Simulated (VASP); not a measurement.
Runs of VASP 6.6.1 on BAs. The structure is that of space group F-43m (No. 216), or close to it. The cells are those of the table. 

| cell | gap on the mesh (eV) | pressure (GPa) |
| --- | --- | --- |
| a = 3.328, b = 3.328, c = 3.378 Å, angles 59.5, 59.5, 61.0°, 2 atoms | 0.71 | 7.1 |
| a = 3.361, b = 3.361, c = 3.378 Å, angles 59.8, 59.8, 60.3°, 2 atoms | 1.04 | 4.0 |
| a = 3.355 Å, angles 60.0°, 2 atoms | 1.18 | 5.5 |
| a = 3.332 Å, angles 60.0°, 2 atoms | 1.16 | (b) |
| a = 3.344, b = 3.344, c = 3.378 Å, angles 59.7, 59.7, 60.7°, 2 atoms | (a) | 5.5 |

Alike in all rows: task single point; level PBE; potentials or basis VASP PAW PBE potentials, release 64 (B, As_d); no spin polarisation; k mesh 16 × 16 × 16; cutoff (eV) 560; smearing fermi-dirac 0.02 eV.

Question: Fill in the values left out.

Answer: (a) 0.87; (b) 8.8.

Caveats: the cell stands under pressure (at least some runs); the stress differs along the axes, from 5 to 11 GPa (at least some runs); semilocal functionals underestimate gaps, and a narrow one can read as zero (at least some runs).

A k mesh can miss the band edges, and the runs leave out spin-orbit coupling on As.
